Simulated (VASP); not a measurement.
# LiBe (P2_1/m) in VASP: a series of runs

LiBe is run at these levels: LDA, revPBE, BLYP, r2SCAN; tasks: single point.

All numbers are computed with VASP 6.6.1; they aren't measurements. Logs are shortened: lines on timing, memory, paths and dates and some standing lists are left out, and cuts for length are marked.

## 1. The cell of the first run

The structure is monoclinic, space group P2_1/m (No. 11). Conventional cell: a = 2.296 Å, b = 3.613 Å, c = 5.528 Å, α = 90.00°, β = 94.17°, γ = 90.00°. Within 3.0 Å of Be (site symmetry m) lie 6 Be at 2.28 to 2.32 Å and 5 Li at 2.33 to 2.65 Å. Li (site symmetry m) has 6 Li at 2.30 to 2.82 Å and 5 Be at 2.33 to 2.65 Å within 3.0 Å.

## 2. Single point, LDA

INCAR reads:

```
ALGO = Normal
EDIFF = 1E-6
ENCUT = 520
GGA = CA
ISIF = 2
ISMEAR = -1
LASPH = T
LCHARG = F
LREAL = F
LWAVE = F
NBANDS = 13
NELM = 100
PREC = Accurate
SIGMA = 0.05
```

KPOINTS reads:

```
k-points
0
Gamma
  7 4 3
```

POSCAR reads:

```
LiBe
1.0
    2.2959861536      0.0000000000      0.0000000000
    0.0000000000      3.6127729800      0.0000000000
   -0.4017425219      0.0000000000      5.5135259934
Be Li
2 2
Direct
    0.2435819200      0.7500000000      0.4238283600
    0.7564180800      0.2500000000      0.5761716400
    0.2631524400      0.7500000000      0.8451422600
    0.7368475600      0.2500000000      0.1548577400
```

Potentials or basis: VASP PAW LDA potentials, release 64 (Be, Li_sv).

The run is started by

```
$ cat potpaw_LDA.64/Be/POTCAR potpaw_LDA.64/Li_sv/POTCAR > POTCAR
$ mpirun -np 1 vasp_std > vasp.out
```

OUTCAR:

```text
EDIFF = 1E-6
   ENCUT = 520
   GGA = CA
   ISIF = 2
   ISMEAR = -1
   LASPH = T
   LREAL = F
   NELM = 100
   PREC = Accurate

 ion  position               nearest neighbor table
   1  0.244  0.750  0.424-   2 2.28   2 2.28   2 2.32   2 2.32   3 2.33
   2  0.756  0.250  0.576-   1 2.28   1 2.28   1 2.32   1 2.32   4 2.33
   3  0.263  0.750  0.845-   1 2.33
   4  0.737  0.250  0.155-   2 2.33

  LATTYP: Found a simple monoclinic cell.
 ALAT       =     2.2959861536
 B/A-ratio  =     1.5735168848
 C/A-ratio  =     2.4077423434
 COS(beta)  =    -0.0726722366

  Lattice vectors:

 A1 = (   2.2959861536,   0.0000000000,   0.0000000000)
 A2 = (   0.0000000000,   3.6127729800,   0.0000000000)
 A3 = (  -0.4017425219,   0.0000000000,   5.5135259934)

Analysis of symmetry for initial positions (statically):
=====================================================================
 Subroutine PRICEL returns:
 Original cell was already a primitive cell.

 Routine SETGRP: Setting up the symmetry group for a
 simple monoclinic supercell.

 Subroutine GETGRP returns: Found  4 space group operations
 (whereof  2 operations were pure point group operations)
 out of a pool of  4 trial point group operations.

The static configuration has the point symmetry S_2 .
 The point group associated with its full space group is C_2h.

Analysis of symmetry for dynamics (positions and initial velocities):
=====================================================================
 Subroutine PRICEL returns:
 Original cell was already a primitive cell.

 Routine SETGRP: Setting up the symmetry group for a
 simple monoclinic supercell.

 Subroutine GETGRP returns: Found  4 space group operations
 (whereof  2 operations were pure point group operations)
 out of a pool of  4 trial point group operations.

The dynamic configuration has the point symmetry S_2 .
 The point group associated with its full space group is C_2h.

 Subroutine INISYM returns: Found  4 space group operations
 (whereof  2 operations are pure point group operations),
 and found     1 'primitive' translations

----------------------------------------------------------------------------------------

                                     Primitive cell

  volume of cell :      45.7340

  direct lattice vectors                    reciprocal lattice vectors
     2.295986154  0.000000000  0.000000000     0.435542696  0.000000000  0.031735775
     0.000000000  3.612772980  0.000000000     0.000000000  0.276795693  0.000000000
    -0.401742522  0.000000000  5.513525993     0.000000000  0.000000000  0.181372138

  length of vectors
     2.295986154  3.612772980  5.528143082     0.436697378  0.276795693  0.181372138

  position of ions in fractional coordinates (direct lattice)
     0.243581920  0.750000000  0.423828360
     0.756418080  0.250000000  0.576171640
     0.263152440  0.750000000  0.845142260
     0.736847560  0.250000000  0.154857740

  ion indices of the primitive-cell ions
   primitive index   ion index
                 1           1
                 2           2
                 3           3
                 4           4

----------------------------------------------------------------------------------------

 KPOINTS: k-points

Automatic generation of k-mesh.
 Grid dimensions read from file:
 generate k-points for:    7    4    3

 Generating k-lattice:

  Cartesian coordinates                     Fractional coordinates (reciprocal lattice)
     0.062220385  0.000000000  0.004533682     0.142857143  0.000000000  0.000000000
     0.000000000  0.069198923  0.000000000     0.000000000  0.250000000  0.000000000
     0.000000000  0.000000000  0.060457379     0.000000000  0.000000000  0.333333333

  Length of vectors
     0.062385340  0.069198923  0.060457379

  Shift w.r.t. Gamma in fractional coordinates (k-lattice)
     0.000000000  0.000000000  0.000000000

 Subroutine IBZKPT returns following result:
 ===========================================

 Found     33 irreducible k-points:

 Following reciprocal coordinates:
            Coordinates               Weight
  0.000000  0.000000  0.000000      1.000000
  0.142857  0.000000  0.000000      2.000000
  0.285714  0.000000  0.000000      2.000000
  0.428571  0.000000  0.000000      2.000000
  0.000000  0.250000  0.000000      2.000000
  0.142857  0.250000  0.000000      4.000000
[... 16 lines left out ...]
  0.428571  0.250000  0.333333      4.000000
 -0.428571  0.250000  0.333333      4.000000
 [... further k-points ...]
   k-points           NKPTS =     33   k-points in BZ     NKDIM =     33   number of bands    NBANDS=     13
   number of dos      NEDOS =    301   number of ions     NIONS =      4
   total plane-waves  NPLWV =  21168
   dimension x,y,z NGX =    18 NGY =   28 NGZ =   42
   dimension x,y,z NGXF=    36 NGYF=   56 NGZF=   84
   ions per type =               2   2
   NGX,Y,Z   is equivalent  to a cutoff of  13.03, 12.88, 12.63 a.u.
   NGXF,Y,Z  is equivalent  to a cutoff of  26.07, 25.77, 25.26 a.u.
 SYSTEM =  unknown system
   PREC   = accura    normal or accurate (medium, high low for compatibility)
   ISTART =      0    job   : 0-new  1-cont  2-samecut
   ICHARG =      2    charge: 1-file 2-atom 10-const
   ISPIN  =      1    spin polarized calculation?
   LNONCOLLINEAR =      F non collinear calculations
   LSORBIT =      F    spin-orbit coupling
   LASPH  =      T    aspherical Exc in radial PAW
   ENCUT  =  520.0 eV  38.22 Ry    6.18 a.u.   4.27  6.72 10.28*2*pi/ulx,y,z
   NELM   =    100;   NELMIN=  2; NELMDL= -5     # of ELM steps
   EDIFF  = 0.1E-05   stopping-criterion for ELM
   LREAL  =      F    real-space projection
   EDIFFG = 0.1E-04   stopping-criterion for IOM
   NSW    =      0    number of steps for IOM
   IBRION =     -1    ionic relax: 0-MD 1-quasi-New 2-CG
   NFREE  =      0    steps in history (QN), initial steepest desc. (CG)
   ISIF   =      2    stress and relaxation
   ISYM   =      2    0-nonsym 1-usesym 2-fastsym
   POTIM  = 0.5000    time-step for ionic-motion
   TEBEG  =    0.0;   TEEND  =   0.0 temperature during run
   PSTRESS=    0.0 pullay stress
   NELECT =      10.0000    total number of electrons
   NUPDOWN=      -1.0000    fix difference up-down
   EMIN   =  10.00;   EMAX   =-10.00  energy-range for DOS
   EFERMI =   0.00;   METHOD = LEGACY
   ISMEAR =    -1;   SIGMA  =   0.05  broadening in eV -4-tet -1-fermi 0-gaus
   EFERMI_NEDOS =   21; number of points for ismear=-14 and -15
   IALGO  =     38    algorithm
   IMIX   =      4    mixing-type and parameters
     AMIX     =   0.40;   BMIX     =  1.00
     AMIX_MAG =   1.60;   BMIX_MAG =  1.00
  volume/ion in A,a.u.               =      11.43        77.16
  Fermi-wavevector in a.u.,A,eV,Ry     =   0.986268  1.863777 13.234727  0.972725
  Thomas-Fermi vector in A             =   2.117637
   LORBIT       =      0    0 simple, 1 ext, 2 COOP (PROOUT), +10 PAW based schemes
   GGA     = CA    functional components
   LHFCALC =     F    Hartree Fock is set to
   AEXX    =    0.0000 exact exchange contribution
   IVDW    =     0    specifies the selected vdW correction
   LEPSILON=     F    determine dielectric tensor
   LRPA    =     F    only Hartree local field effects (RPA)
 non-spin polarized calculation
  energy-cutoff  :      520.00
  volume of cell :       45.73
 maximum number of plane-waves:      1244
 NGX is ok and might be reduce to    18
   NGX =  9   NGY = 13   NGZ = 21

 number of electron      10.0000000 magnetization

 number of electron       9.9999988 magnetization

 Free energy of the ion-electron system (eV)
  ---------------------------------------------------
  ext. energy  EPLUGINS =         0.00000000
  ---------------------------------------------------
  free energy    TOTEN  =       -11.84694884 eV

  energy without entropy =      -11.83145759  energy(sigma->0) =      -11.83920321

 E-fermi :   2.9833     XC(G=0):  -9.0268

 val. band max:        2.9315466134   @ k =  -0.4286   0.0000   0.3333
 cond. band min:       2.9964842703   @ k =  -0.1429   0.2500   0.3333
 fundamental gap:      0.0649376570
 Fermi energy:         2.9832998535

 k-point     1 :       0.0000    0.0000    0.0000
  band No.  band energies     occupation
      1     -42.1990      2.00000
      2     -42.1510      2.00000
      3      -4.3130      2.00000
      4       0.0937      2.00000
      5       0.9312      2.00000
      6       2.3632      1.99999
      7       7.5636      0.00000
      8       8.6400      0.00000
      9       8.9808      0.00000
     10       9.7118      0.00000
     11      13.2870      0.00000
     12      13.6384      0.00000
     13      15.5509      0.00000

 k-point     2 :       0.1429    0.0000    0.0000
  band No.  band energies     occupation
      1     -42.1745      2.00000
      2     -42.1309      2.00000
      3      -3.8973      2.00000
      4       0.5289      2.00000
      5       1.3930      2.00000
      6       2.9248      1.52654
      7       7.5167      0.00000
      8       9.0904      0.00000
      9       9.6419      0.00000
     10      10.1574      0.00000
     11      11.9740      0.00000
     12      13.0601      0.00000
     13      13.3288      0.00000

 k-point     3 :       0.2857    0.0000    0.0000
  band No.  band energies     occupation
      1     -42.1182      2.00000
      2     -42.0867      2.00000
      3      -2.6527      2.00000
      4       1.7352      2.00000
      5       2.7061      1.99220
      6       4.6007      0.00000
      7       5.6546      0.00000
      8      10.5159      0.00000
      9      10.5249      0.00000
     10      11.1984      0.00000
     11      11.3785      0.00000
     12      11.4351      0.00000
     13      12.2533      0.00000

 k-point     4 :       0.4286    0.0000    0.0000
  band No.  band energies     occupation
      1     -42.0702      2.00000
      2     -42.0538      2.00000
      3      -0.5908      2.00000
      4       2.1887      2.00000
      5       3.3506      0.00129
      6       4.4388      0.00000
      7       7.3510      0.00000
      8       8.9269      0.00000
      9      10.1680      0.00000
     10      10.9276      0.00000
     11      11.6966      0.00000
     12      12.5163      0.00000
     13      13.0679      0.00000

 k-point     5 :       0.0000    0.2500    0.0000
  band No.  band energies     occupation
      1     -42.1913      2.00000
      2     -42.1574      2.00000
      3      -3.8032      2.00000
      4       0.1921      2.00000
      5       0.4656      2.00000
      6       1.0915      2.00000
      7       6.5229      0.00000
      8       6.8632      0.00000
      9      10.8982      0.00000
     10      11.7472      0.00000
     11      15.6464      0.00000
     12      15.6478      0.00000
     13      16.1312      0.00000
[... 257 lines left out ...]
 k-point    22 :       0.2857    0.2500    0.3333
  band No.  band energies     occupation
      1     -42.1131      2.00000
      2     -42.0909      2.00000
      3      -2.0458      2.00000
      4       1.0140      2.00000
      5       2.0801      2.00000
      6       4.8635      0.00000
      7       6.2560      0.00000
      8       7.6117      0.00000
      9       9.5870      0.00000
     10      11.0916      0.00000
     11      12.4308      0.00000
     12      13.3428      0.00000
     13      13.9221      0.00000

 k-point    23 :       0.4286    0.2500    0.3333
  band No.  band energies     occupation
      1     -42.0673      2.00000
      2     -42.0557      2.00000
      3      -0.0415      2.00000
      4       2.1359      2.00000
      5       3.0092      0.74668
      6       5.7814      0.00000
      7       6.0920      0.00000
      8       7.7167      0.00000
      9       8.7767      0.00000
     10      10.0178      0.00000
     11      11.4225      0.00000
     12      12.2248      0.00000
     13      12.9071      0.00000

 k-point    24 :      -0.4286    0.2500    0.3333
  band No.  band energies     occupation
      1     -42.0673      2.00000
      2     -42.0557      2.00000
      3      -0.0994      2.00000
      4       2.1679      2.00000
      5       3.4531      0.00017
      6       5.0410      0.00000
      7       6.3155      0.00000
      8       7.4291      0.00000
      9       8.7936      0.00000
     10       9.9238      0.00000
     11      11.4927      0.00000
     12      12.2708      0.00000
     13      13.7032      0.00000

 [... further k-points ...]

------------------------ aborting loop because EDIFF is reached ----------------------------------------

  FORCE on cell =-STRESS in cart. coord.  units (eV):
  Direction    XX          YY          ZZ          XY          YZ          ZX
  --------------------------------------------------------------------------------------
  -------------------------------------------------------------------------------------
  Total        0.0342044     -1.1542492     -1.2642975      0.0000000      0.0000000      0.0689292
  in kB        1.1982644    -40.4362444    -44.2915096      0.0000000      0.0000000      2.4147624
  external PRESSURE =     -27.8431632 kB  Pullay stress =       0.0000000 kB

 VOLUME and BASIS-vectors are now :
 -----------------------------------------------------------------------------
  energy-cutoff  :      520.00
  volume of cell :       45.73
      direct lattice vectors                 reciprocal lattice vectors
     2.295986154  0.000000000  0.000000000     0.435542696  0.000000000  0.031735775
     0.000000000  3.612772980  0.000000000     0.000000000  0.276795693  0.000000000
    -0.401742522  0.000000000  5.513525993     0.000000000  0.000000000  0.181372138

 POSITION                                       TOTAL-FORCE (eV/Angst)
 -----------------------------------------------------------------------------------
      0.38899      2.70958      2.33679         0.000649      0.000000      0.144268
      1.50525      0.90319      3.17674        -0.000649      0.000000     -0.144268
      0.26466      2.70958      4.65971         0.000944      0.000000     -0.102157
      1.62958      0.90319      0.85381        -0.000944     -0.000000      0.102157
 -----------------------------------------------------------------------------------
    total drift:                                0.000000      0.000000     -0.000000

  FREE ENERGIE OF THE ION-ELECTRON SYSTEM (eV)
  ---------------------------------------------------
  free  energy   TOTEN  =       -11.8469488352 eV

  energy  without entropy=      -11.8314575944  energy(sigma->0) =      -11.83920321
```

It took 12 s on 1 thread of Intel Xeon Platinum 8488C (Sapphire Rapids), shared host; peak memory 0.14 GiB.

What came out:

```yaml
Free_energy: -11.8469 eV
Largest_force: 0.144 eV/Å
Band_gap_on_the_k_mesh: zero (bands 5 and 6 overlap by 4.99 eV)
```

Forces on the atoms (eV/Å):
```
Be   0.001  0.000  0.144
Be  -0.001  0.000 -0.144
Li   0.001  0.000 -0.102
Li  -0.001  0.000  0.102
```

Caveat: the k points lie up to 0.43 Å⁻¹ apart, too coarse for converged energies and pressures of a metal; the cutoff is under 1.25 times the usual one of these potentials, so pressure, stress and relaxed cells hold a basis-set (Pulay) error.

## 3. Single point, revPBE

INCAR reads:

```
SYSTEM = LiBe
ALGO = Fast ; EDIFF = 1E-6
ENCUT = 520 ; GGA = RE
ISIF = 2 ; ISMEAR = -1
LASPH = .TRUE. ; LCHARG = .FALSE.
LREAL = .FALSE. ; LWAVE = .FALSE.
NBANDS = 13 ; NELM = 80
PREC = Accurate ; SIGMA = 0.05
```

KPOINTS reads:

```
k-points
0
G
  7 4 3
  0 0 0
```

POSCAR is that of step 2.

Potentials or basis: VASP PAW PBE potentials, release 64 (Be, Li_sv).

The run is started by

```
$ cat potpaw_PBE.64/Be/POTCAR potpaw_PBE.64/Li_sv/POTCAR > POTCAR
$ mpirun -np 1 vasp_std > vasp.out
```

Wall time 24 s (1 thread of Intel Xeon Platinum 8488C (Sapphire Rapids), shared host); peak memory 0.15 GiB.

Results (log left out):

* Free energy: -10.0106 eV
* Largest force: 0.043 eV/Å
* Band gap on the k mesh: zero (bands 5 and 6 overlap by 5.08 eV)

Forces on the atoms (eV/Å):
```
Be   0.000  0.000  0.043
Be   0.000  0.000 -0.043
Li   0.001  0.000 -0.013
Li  -0.001  0.000  0.013
```

Levels at points of the mesh, in eV from the Fermi level:
```
           k point  band 1  band 2  band 3  band 4  band 5  band 6  band 7  band 8  band 9  band 10
(0.00, 0.00, 0.00)  -46.26  -46.22   -7.47   -2.97   -2.12   -0.61    4.46    5.77    6.05     6.83
(0.00, 0.50, 0.00)  -46.24  -46.24   -5.38   -5.38   -1.94   -1.94    2.41    2.41   11.03    11.03
```

Caveat: the k points lie up to 0.43 Å⁻¹ apart, too coarse for converged energies and pressures of a metal; the cutoff is under 1.25 times the usual one of these potentials, so pressure, stress and relaxed cells hold a basis-set (Pulay) error; the PAW data sets were made with another functional, which shifts forces and pressure a little.

(Part 1 of 2 ends here.)
